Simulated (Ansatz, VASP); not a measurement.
## Two plane-wave programs on CoSi2

```xyz
3
Lattice="0.0000 2.6825 2.6825 2.6825 0.0000 2.6825 2.6825 2.6825 0.0000" Properties=species:S:1:pos:R:3 pbc="T T T"
Co    0.0000    0.0000    0.0000
Si    1.3413    1.3413    1.3413
Si    4.0238    4.0238    4.0238
```

Alike in both runs: task single point; functional PBEsol; k mesh 14 × 14 × 14; occupations gaussian, width 0.1 eV; no spin polarisation.

|  | VASP | Ansatz |
| --- | --- | --- |
| version | VASP 6.6.1 | Ansatz 0.2.0 |
| potentials or method | VASP PAW PBE potentials, release 64 (Co, Si), cutoff 520 eV | scalar-relativistic, plane waves, PAW |
| valence electrons in the cell | 17 | 25 |

|  | VASP | Ansatz | Ansatz less VASP |
| --- | --- | --- | --- |
| gap on the k mesh at the Fermi level (eV) | none | none | - |
| pressure (GPa) | -5.4 | -5.4 | -0.03 |

VASP's potentials were made for PBE, not for PBEsol. A gap of «none» marks a metal or a gap that the smearing closes. The functional is the same, so the differences come from potentials, cutoffs and numerics. VASP's potentials hold 17 valence electrons a cell and Ansatz's 25, so a difference there can come from the potentials and not from the codes.
